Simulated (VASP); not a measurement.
# TiO2 (P4_2/nmc) in VASP: a series of runs

TiO2 is run at these levels: r2SCAN; tasks: single point, relaxation of cell and atoms.

All numbers are computed with VASP 6.6.1; they aren't measurements. Logs are shortened: lines on timing, memory, paths and dates and some standing lists are left out, and cuts for length are marked.

## 1. The cell of the first run

It takes space group P4_2/nmc (No. 137, tetragonal). The conventional cell has a = 3.464 Å, b = 3.464 Å, c = 5.039 Å, α = 90.00°, β = 90.00°, γ = 90.00°. Within 2.6 Å of Ti (site symmetry -4m2) lie 8 O at 1.99 to 2.31 Å. Within 2.6 Å of O (site symmetry 2mm) lie 4 Ti at 1.99 to 2.31 Å and 6 O at 2.51 to 2.52 Å.

## 2. Single point, r2SCAN, collinear spin, ferromagnetic start

File POSCAR:

```
TiO2
1.0
    3.4640150660      0.0000000000      0.0000000000
    0.0000000000      3.4640150660      0.0000000000
    0.0000000000      0.0000000000      5.0385871034
Ti O
2 4
Direct
    0.5000000000      0.5000000000      0.5000000000
    0.0000000000      0.0000000000      0.0000000000
    0.0000000000      0.5000000000      0.6961635351
    0.5000000000      0.0000000000      0.8038364649
    0.5000000000      0.0000000000      0.3038364649
    0.0000000000      0.5000000000      0.1961635351
```

File INCAR.step1:

```
SYSTEM = TiO2
PREC = Accurate ; ENCUT = 520
ISMEAR = 0 ; SIGMA = 0.1
LREAL = .FALSE. ; LASPH = .TRUE.
NELM = 150 ; ISPIN = 2
MAGMOM = 1 1 0 0 0 0 ; LMAXMIX = 4
NBANDS = 37 ; GGA = PE
ALGO = Normal ; EDIFF = 1E-4
LWAVE = .TRUE. ; LCHARG = .FALSE.
```

File INCAR.step2:

```
SYSTEM = TiO2
PREC = Accurate ; ENCUT = 520
EDIFF = 1E-7 ; ISMEAR = 0
SIGMA = 0.1 ; LREAL = .FALSE.
LASPH = .TRUE. ; NELM = 150
ALGO = Normal ; ISIF = 2
LWAVE = .FALSE. ; LCHARG = .TRUE.
ISPIN = 2 ; MAGMOM = 1 1 0 0 0 0
LORBIT = 11 ; LMAXMIX = 4
METAGGA = R2SCAN ; LMIXTAU = .TRUE.
LELF = .TRUE. ; LVHAR = .TRUE.
NBANDS = 37 ; ISTART = 1
```

File KPOINTS:

```
regular mesh
0
G
  6 6 4
  0 0 0
```

Potentials or basis: VASP PAW PBE potentials, release 64 (Ti_sv, O).

Command:

```bash
cat potpaw_PBE.64/Ti_sv/POTCAR potpaw_PBE.64/O/POTCAR > POTCAR
cp INCAR.step1 INCAR
mpirun -np 1 vasp_std > vasp.out
cp INCAR.step2 INCAR
mpirun -np 1 vasp_std > vasp.out
```

OUTCAR:

```text
SYSTEM = TiO2
   PREC = Accurate
   ENCUT = 520
   EDIFF = 1E-7
   ISMEAR = 0
   LREAL = .FALSE.
   LASPH = .TRUE.
   NELM = 150
   ISIF = 2
   ISPIN = 2
   LORBIT = 11
   METAGGA = R2SCAN
   ISTART = 1

 ion  position               nearest neighbor table
   1  0.500  0.500  0.500-   3 1.99   5 1.99   5 1.99   3 1.99   4 2.31   4 2.31   6 2.31   6 2.31

   2  0.000  0.000  0.000-   4 1.99   6 1.99   6 1.99   4 1.99   3 2.31   5 2.31   3 2.31   5 2.31

   3  0.000  0.500  0.696-   1 1.99   1 1.99   2 2.31   2 2.31
   4  0.500  0.000  0.804-   2 1.99   2 1.99   1 2.31   1 2.31
   5  0.500  0.000  0.304-   1 1.99   1 1.99   2 2.31   2 2.31
   6  0.000  0.500  0.196-   2 1.99   2 1.99   1 2.31   1 2.31

  LATTYP: Found a simple tetragonal cell.
 ALAT       =     3.4640150660
 C/A-ratio  =     1.4545511516

  Lattice vectors:

 A1 = (   3.4640150660,   0.0000000000,   0.0000000000)
 A2 = (   0.0000000000,   3.4640150660,   0.0000000000)
 A3 = (   0.0000000000,   0.0000000000,   5.0385871034)

Analysis of symmetry for initial positions (statically):
=====================================================================
 Subroutine PRICEL returns:
 Original cell was already a primitive cell.

 Routine SETGRP: Setting up the symmetry group for a
 simple tetragonal supercell.

 Subroutine GETGRP returns: Found 16 space group operations
 (whereof  8 operations were pure point group operations)
 out of a pool of 16 trial point group operations.

The static configuration has the point symmetry D_2d.
 The point group associated with its full space group is D_4h.

Analysis of symmetry for dynamics (positions and initial velocities):
=====================================================================
 Subroutine PRICEL returns:
 Original cell was already a primitive cell.

 Routine SETGRP: Setting up the symmetry group for a
 simple tetragonal supercell.

 Subroutine GETGRP returns: Found 16 space group operations
 (whereof  8 operations were pure point group operations)
 out of a pool of 16 trial point group operations.

The dynamic configuration has the point symmetry D_2d.
 The point group associated with its full space group is D_4h.

Analysis of structural, dynamic, and magnetic symmetry:
=====================================================================
 Subroutine PRICEL returns:
 Original cell was already a primitive cell.

 Routine SETGRP: Setting up the symmetry group for a
 simple tetragonal supercell.

 Subroutine GETGRP returns: Found 16 space group operations
 (whereof  8 operations were pure point group operations)
 out of a pool of 16 trial point group operations.

The overall configuration has the point symmetry D_2d.
 The point group associated with its full space group is D_4h.

 Subroutine INISYM returns: Found 16 space group operations
 (whereof  8 operations are pure point group operations),
 and found     1 'primitive' translations

----------------------------------------------------------------------------------------

                                     Primitive cell

  volume of cell :      60.4600

  direct lattice vectors                    reciprocal lattice vectors
     3.464015066  0.000000000  0.000000000     0.288682347  0.000000000  0.000000000
     0.000000000  3.464015066  0.000000000     0.000000000  0.288682347  0.000000000
     0.000000000  0.000000000  5.038587103     0.000000000  0.000000000  0.198468336

  length of vectors
     3.464015066  3.464015066  5.038587103     0.288682347  0.288682347  0.198468336

  position of ions in fractional coordinates (direct lattice)
     0.500000000  0.500000000  0.500000000
     0.000000000  0.000000000  0.000000000
     0.000000000  0.500000000  0.696163535
     0.500000000  0.000000000  0.803836465
     0.500000000  0.000000000  0.303836465
     0.000000000  0.500000000  0.196163535

  ion indices of the primitive-cell ions
   primitive index   ion index
                 1           1
                 2           2
                 3           3
                 4           4
                 5           5
                 6           6

----------------------------------------------------------------------------------------

 KPOINTS: regular mesh

Automatic generation of k-mesh.
 Grid dimensions read from file:
 generate k-points for:    6    6    4

 Generating k-lattice:

  Cartesian coordinates                     Fractional coordinates (reciprocal lattice)
     0.048113725  0.000000000  0.000000000     0.166666667  0.000000000  0.000000000
     0.000000000  0.048113725  0.000000000     0.000000000  0.166666667  0.000000000
     0.000000000  0.000000000  0.049617084     0.000000000  0.000000000  0.250000000

  Length of vectors
     0.048113725  0.048113725  0.049617084

  Shift w.r.t. Gamma in fractional coordinates (k-lattice)
     0.000000000  0.000000000  0.000000000

 Subroutine IBZKPT returns following result:
 ===========================================

 Found     30 irreducible k-points:

 Following reciprocal coordinates:
            Coordinates               Weight
  0.000000  0.000000  0.000000      1.000000
  0.166667  0.000000  0.000000      4.000000
  0.333333  0.000000  0.000000      4.000000
  0.500000  0.000000  0.000000      2.000000
  0.166667  0.166667  0.000000      4.000000
  0.333333  0.166667  0.000000      8.000000
[... 16 lines left out ...]
  0.333333  0.000000  0.500000      4.000000
  0.500000  0.000000  0.500000      2.000000
 [... further k-points ...]
   k-points           NKPTS =     30   k-points in BZ     NKDIM =     30   number of bands    NBANDS=     37
   number of dos      NEDOS =    301   number of ions     NIONS =      6
   total plane-waves  NPLWV =  31360
   dimension x,y,z NGX =    28 NGY =   28 NGZ =   40
   dimension x,y,z NGXF=    56 NGYF=   56 NGZF=   80
   ions per type =               2   4
   NGX,Y,Z   is equivalent  to a cutoff of  13.44, 13.44, 13.20 a.u.
   NGXF,Y,Z  is equivalent  to a cutoff of  26.88, 26.88, 26.40 a.u.
 SYSTEM =  TiO2
   PREC   = accura    normal or accurate (medium, high low for compatibility)
   ISTART =      1    job   : 0-new  1-cont  2-samecut
   ICHARG =      0    charge: 1-file 2-atom 10-const
   ISPIN  =      2    spin polarized calculation?
   LNONCOLLINEAR =      F non collinear calculations
   LSORBIT =      F    spin-orbit coupling
   LASPH  =      T    aspherical Exc in radial PAW
   ENCUT  =  520.0 eV  38.22 Ry    6.18 a.u.   6.44  6.44  9.37*2*pi/ulx,y,z
   NELM   =    150;   NELMIN=  2; NELMDL=  0     # of ELM steps
   EDIFF  = 0.1E-06   stopping-criterion for ELM
   LREAL  =      F    real-space projection
   EDIFFG = 0.1E-05   stopping-criterion for IOM
   NSW    =      0    number of steps for IOM
   IBRION =     -1    ionic relax: 0-MD 1-quasi-New 2-CG
   NFREE  =      0    steps in history (QN), initial steepest desc. (CG)
   ISIF   =      2    stress and relaxation
   ISYM   =      2    0-nonsym 1-usesym 2-fastsym
   POTIM  = 0.5000    time-step for ionic-motion
   TEBEG  =    0.0;   TEEND  =   0.0 temperature during run
   PSTRESS=    0.0 pullay stress
   NELECT =      48.0000    total number of electrons
   NUPDOWN=      -1.0000    fix difference up-down
   EMIN   =  10.00;   EMAX   =-10.00  energy-range for DOS
   EFERMI =   0.00;   METHOD = LEGACY
   ISMEAR =     0;   SIGMA  =   0.10  broadening in eV -4-tet -1-fermi 0-gaus
   EFERMI_NEDOS =   21; number of points for ismear=-14 and -15
   IALGO  =     38    algorithm
   IMIX   =      4    mixing-type and parameters
     AMIX     =   0.40;   BMIX     =  1.00
     AMIX_MAG =   1.60;   BMIX_MAG =  1.00
  volume/ion in A,a.u.               =      10.08        68.00
  Fermi-wavevector in a.u.,A,eV,Ry     =   1.515883  2.864604 31.264862  2.297903
  Thomas-Fermi vector in A             =   2.625348
   LORBIT       =     11    0 simple, 1 ext, 2 COOP (PROOUT), +10 PAW based schemes
   METAGGA = R2SCAN    functional components
   LHFCALC =     F    Hartree Fock is set to
   AEXX    =    0.0000 exact exchange contribution
   IVDW    =     0    specifies the selected vdW correction
   LEPSILON=     F    determine dielectric tensor
   LRPA    =     F    only Hartree local field effects (RPA)
 spin polarized calculation
 Gauss-broadening in eV      SIGMA  =   0.10
  energy-cutoff  :      520.00
  volume of cell :       60.46
 maximum number of plane-waves:      1644
 NGX is ok and might be reduce to    28
   NGX = 13   NGY = 13   NGZ = 19

 number of electron      47.9999972 magnetization      -0.0000000

 number of electron      47.9999972 magnetization       0.0000000

 Free energy of the ion-electron system (eV)
  ---------------------------------------------------
  ext. energy  EPLUGINS =         0.00000000
  ---------------------------------------------------
  free energy    TOTEN  =       -68.64488699 eV

  energy without entropy =      -68.64488699  energy(sigma->0) =      -68.64488699

 E-fermi :   5.6440     XC(G=0): -12.4805

 val. band max:        5.1529872652   @ k =   0.0000   0.0000   0.5000
 cond. band min:       7.4896462852   @ k =   0.0000   0.0000   0.0000
 fundamental gap:      2.3366590200
 Fermi energy:         5.6439530924

 spin component 1

 k-point     1 :       0.0000    0.0000    0.0000
  band No.  band energies     occupation
      1     -54.1399      1.00000
      2     -54.1222      1.00000
      3     -29.3983      1.00000
      4     -29.2268      1.00000
      5     -29.2191      1.00000
      6     -29.2191      1.00000
[... 28 lines left out ...]
     35      13.4817      0.00000
     36      17.7837      0.00000

 k-point     2 :       0.1667    0.0000    0.0000
  band No.  band energies     occupation
      1     -54.1372      1.00000
      2     -54.1219      1.00000
      3     -29.3824      1.00000
      4     -29.2504      1.00000
      5     -29.2298      1.00000
      6     -29.2147      1.00000
[... 850 lines left out ...]
 k-point    24 :       0.5000    0.0000    0.5000
  band No.  band energies     occupation
      1     -54.1250      1.00000
      2     -54.1250      1.00000
      3     -29.3743      1.00000
      4     -29.3743      1.00000
      5     -29.2375      1.00000
      6     -29.2375      1.00000
[... 28 lines left out ...]
     35      16.6137      0.00000
     36      16.6137      0.00000

 [... further k-points ...]

 spin component 2

 k-point     1 :       0.0000    0.0000    0.0000
  band No.  band energies     occupation
      1     -54.1399      1.00000
      2     -54.1222      1.00000
      3     -29.3983      1.00000
      4     -29.2268      1.00000
      5     -29.2191      1.00000
      6     -29.2191      1.00000
[... 28 lines left out ...]
     35      13.4817      0.00000
     36      17.7837      0.00000

 k-point     2 :       0.1667    0.0000    0.0000
  band No.  band energies     occupation
      1     -54.1372      1.00000
      2     -54.1219      1.00000
      3     -29.3824      1.00000
      4     -29.2504      1.00000
      5     -29.2298      1.00000
      6     -29.2147      1.00000
[... 850 lines left out ...]
 k-point    24 :       0.5000    0.0000    0.5000
  band No.  band energies     occupation
      1     -54.1250      1.00000
      2     -54.1250      1.00000
      3     -29.3743      1.00000
      4     -29.3743      1.00000
      5     -29.2375      1.00000
      6     -29.2375      1.00000
[... 28 lines left out ...]
     35      16.6137      0.00000
     36      16.6137      0.00000

 [... further k-points ...]

 [bands above 36 left out]

------------------------ aborting loop because EDIFF is reached ----------------------------------------

  FORCE on cell =-STRESS in cart. coord.  units (eV):
  Direction    XX          YY          ZZ          XY          YZ          ZX
  --------------------------------------------------------------------------------------
  -------------------------------------------------------------------------------------
  Total       -6.6757272     -6.6757272     -4.9234872      0.0000000      0.0000000     -0.0000000
  in kB     -176.9053027   -176.9053027   -130.4713276      0.0000000      0.0000000     -0.0000000
  external PRESSURE =    -161.4273110 kB  Pullay stress =       0.0000000 kB

 VOLUME and BASIS-vectors are now :
 -----------------------------------------------------------------------------
  energy-cutoff  :      520.00
  volume of cell :       60.46
      direct lattice vectors                 reciprocal lattice vectors
     3.464015066  0.000000000  0.000000000     0.288682347  0.000000000  0.000000000
     0.000000000  3.464015066  0.000000000     0.000000000  0.288682347  0.000000000
     0.000000000  0.000000000  5.038587103     0.000000000  0.000000000  0.198468336

 POSITION                                       TOTAL-FORCE (eV/Angst)
 -----------------------------------------------------------------------------------
      1.73201      1.73201      2.51929        -0.000000      0.000000      0.000000
      0.00000      0.00000      0.00000         0.000000     -0.000000      0.000000
      0.00000      1.73201      3.50768         0.000000      0.000000     -0.889761
      1.73201      0.00000      4.05020        -0.000000     -0.000000      0.889761
      1.73201      0.00000      1.53091        -0.000000     -0.000000      0.889761
      0.00000      1.73201      0.98839         0.000000     -0.000000     -0.889761
 -----------------------------------------------------------------------------------
    total drift:                                0.000000      0.000000      0.000000

  FREE ENERGIE OF THE ION-ELECTRON SYSTEM (eV)
  ---------------------------------------------------
  free  energy   TOTEN  =       -68.6448869930 eV

  energy  without entropy=      -68.6448869930  energy(sigma->0) =      -68.64488699

 total charge

# of ion       s       p       d       tot
------------------------------------------
    1        2.183   6.199   1.579   9.961
    2        2.183   6.199   1.579   9.961
    3        1.579   3.486   0.000   5.065
    4        1.579   3.486   0.000   5.065
    5        1.579   3.486   0.000   5.065
    6        1.579   3.486   0.000   5.065
--------------------------------------------------
tot         10.682  26.341   3.158  40.181

 magnetization (x)

# of ion       s       p       d       tot
------------------------------------------
    1        0.000   0.000   0.000   0.000
    2        0.000   0.000   0.000   0.000
    3       -0.000  -0.000   0.000  -0.000
    4       -0.000  -0.000   0.000  -0.000
    5       -0.000  -0.000   0.000  -0.000
    6       -0.000  -0.000   0.000  -0.000
--------------------------------------------------
tot          0.000  -0.000   0.000   0.000
```

It took 4.7 min on 1 thread of Intel Xeon 6975P-C (Granite Rapids), shared host; peak memory 0.26 GiB.

Results:

- Free energy: -68.6449 eV
- Pressure: -16.1 GPa
- Largest force: 0.890 eV/Å
- Band gap on the k mesh: 2.34 eV, indirect (least direct gap 2.41 eV)
- Net moment: 0.00 μB per cell
- Valence electrons inside the program's atomic spheres: Ti 9.96; O 5.07

Forces on the atoms (eV/Å):
```
Ti   0.000  0.000  0.000
Ti   0.000  0.000  0.000
O    0.000  0.000 -0.890
O    0.000  0.000  0.890
O    0.000  0.000  0.890
O    0.000  0.000 -0.890
```

Caveat: the PAW data sets were made with another functional, which shifts forces and pressure a little. r2SCAN opens gaps a little over a GGA but as a rule still falls short of measured ones.

## 3. Relaxation of cell and atoms, r2SCAN

POSCAR is that of step 2.

File INCAR.step1:

```
SYSTEM = TiO2
  PREC = Accurate
  ENCUT = 600
  ISMEAR = 0
  SIGMA = 0.1
  LREAL = .FALSE.
  LASPH = .TRUE.
  NELM = 80
  GGA = PE
  ALGO = Normal
  EDIFF = 1E-4
  LWAVE = .TRUE.
  LCHARG = .FALSE.
```

File INCAR.step2:

```
SYSTEM = TiO2
  PREC = Accurate
  ENCUT = 600
  EDIFF = 1E-6
  ISMEAR = 0
  SIGMA = 0.1
  LREAL = .FALSE.
  LASPH = .TRUE.
  NELM = 80
  ALGO = Normal
  ISIF = 3
  LWAVE = .FALSE.
  LCHARG = .FALSE.
  METAGGA = R2SCAN
  LMIXTAU = .TRUE.
  IBRION = 2
  NSW = 80
  EDIFFG = -0.05
  ISTART = 1
```

KPOINTS is that of step 2.

Potentials or basis: VASP PAW PBE potentials, release 64 (Ti_sv, O).

Command:

```bash
cat potpaw_PBE.64/Ti_sv/POTCAR potpaw_PBE.64/O/POTCAR > POTCAR
cp INCAR.step1 INCAR
mpirun -np 1 vasp_std > vasp.out
cp INCAR.step2 INCAR
mpirun -np 1 vasp_std > vasp.out
```

It took 13 min on 1 thread of Intel Xeon 6975P-C (Granite Rapids), shared host; peak memory 0.22 GiB.

Results (log left out):

```yaml
Free_energy: -69.1149 eV
Relaxed_volume: 9.81 Å³/atom
Relaxed_cell: a = 3.369 Å, b = 3.369 Å, c = 5.183 Å, α = 90.00°, β = 90.00°, γ = 90.00°
Space_group_after_relaxing_to_0.05_Å: P4_2/nmc (No. 137)
Energy_gained_by_relaxing: 76.3 meV/atom
Ionic_steps: 10
Pressure_after_relaxing: 0.4 GPa
Largest_force_after_relaxing: 0.018 eV/Å
Band_gap_on_the_k_mesh: 2.90 eV, indirect (least direct gap 2.93 eV)
```

Forces on the atoms (eV/Å):
```
Ti   0.000  0.000  0.000
Ti   0.000  0.000  0.000
O    0.000  0.000 -0.018
O    0.000  0.000  0.018
O    0.000  0.000  0.018
O    0.000  0.000 -0.018
```

Stress tensor (GPa, compression positive):
```
 0.76  0.00  0.00
 0.00  0.76  0.00
 0.00  0.00 -0.28
```

The path:
```csv
step,energy change (eV),largest force (eV/Å),pressure (GPa),volume (Å³)
1,0.0000,0.8880,-16.38,60.46
2,0.1000,0.0408,29.80,51.88
3,-0.2732,0.5778,1.48,56.27
4,-0.2734,0.5692,1.91,56.19
5,-0.3354,0.4510,1.97,56.51
6,-0.4329,0.0296,3.28,57.44
7,-0.4348,0.1323,3.75,57.61
8,-0.4310,0.1291,-5.83,60.42
9,-0.4528,0.0113,-1.02,58.92
10,-0.4578,0.0184,0.41,58.84
```

Final structure:
```
Ti O
1.0
     3.36923    0.00000    0.00000
     0.00000    3.36923    0.00000
     0.00000    0.00000    5.18313
Ti O
2 4
Direct
  0.50000 0.50000 0.50000
  0.00000 0.00000 0.00000
  0.00000 0.50000 0.66572
  0.50000 0.00000 0.83428
  0.50000 0.00000 0.33428
  0.00000 0.50000 0.16572
```

Levels at points of the mesh, in eV from the valence-band top:
```
           k point  band 20  band 21  band 22  band 23  band 24  band 25  band 26  band 27  band 28
(0.00, 0.00, 0.00)    -2.18    -1.96    -0.45    -0.04    -0.04     2.90     3.34     3.73     5.00
(0.50, 0.00, 0.00)    -2.31    -1.43    -1.43    -0.34    -0.34     3.22     3.22     4.14     4.14
(0.50, 0.50, 0.00)    -1.46    -1.16    -1.16    -0.69    -0.69     3.16     3.16     4.24     4.24
(0.00, 0.00, 0.50)    -2.68    -1.60    -1.60     0.00     0.00     3.11     3.11     4.24     4.24
(0.50, 0.00, 0.50)    -1.98    -1.90    -1.90    -0.73    -0.73     3.12     3.12     3.80     3.80
(0.50, 0.50, 0.50)    -2.15    -2.15    -2.15    -0.33    -0.33     3.50     3.50     4.11     4.11
```

Caveat: the PAW data sets were made with another functional, which shifts forces and pressure a little; the relaxation stopped at a loose force limit of 0.05 eV/Å, so its end isn't a converged minimum.
